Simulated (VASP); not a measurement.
Here is a VASP 6.6.1 calculation.

The input INCAR:

```
SYSTEM = Cs2HfTe3
PREC     = Accurate       ! precision mode
ENCUT    = 520            ! plane-wave cutoff, eV
EDIFF    = 1E-6           ! SCF threshold, eV
ISMEAR   = 0              ! smearing method
SIGMA    = 0.1            ! smearing width, eV
LREAL    = .False.        ! projectors in reciprocal space
LASPH    = .True.         ! aspherical terms in the spheres
NELM     = 60             ! most SCF steps
ALGO     = Normal         ! electronic algorithm
ISIF     = 2              ! what is computed and relaxed
LWAVE    = .False.        ! write WAVECAR
LCHARG   = .False.        ! write CHGCAR
GGA      = PE             ! functional
NBANDS   = 32             ! bands
```

The input KPOINTS:

```
Automatic mesh
0
Gamma
  3 3 4
  0 0 0
```

File POSCAR:

```
Cs2HfTe3
1.0
    7.5679707800      0.0000000000      0.0000000000
   -3.7839853900      6.5540549500      0.0000000000
    0.0000000000      0.0000000000      4.4417779600
Cs Hf Te
2 1 3
Direct
    0.6666666700      0.3333333300      0.5000000000
    0.3333333300      0.6666666700      0.5000000000
    0.0000000000      0.0000000000      0.5000000000
    0.0000000000      0.5000000000      0.0000000000
    0.5000000000      0.5000000000      0.0000000000
    0.5000000000      0.0000000000      0.0000000000
```

Potentials or basis: VASP PAW PBE potentials, release 64 (Cs_sv, Hf_pv, Te).

Run with:

```bash
$ cat potpaw_PBE.64/Cs_sv/POTCAR potpaw_PBE.64/Hf_pv/POTCAR potpaw_PBE.64/Te/POTCAR > POTCAR
$ mpirun -np 1 vasp_std > vasp.out
```

Problem. What does it give for the pressure?

Solution. 10.3 GPa.

Problem. Estimate the band gap on the k mesh.

Solution. Zero (band 23 reaches 3.83 eV, above the bottom of band 24 at 3.31 eV).

Stress tensor (GPa, compression positive):
```
 6.04  0.00  0.00
 0.00  6.04  0.00
 0.00  0.00 18.91
```

Caveat: spin-orbit coupling is left out, which moves the levels of the heavy elements.
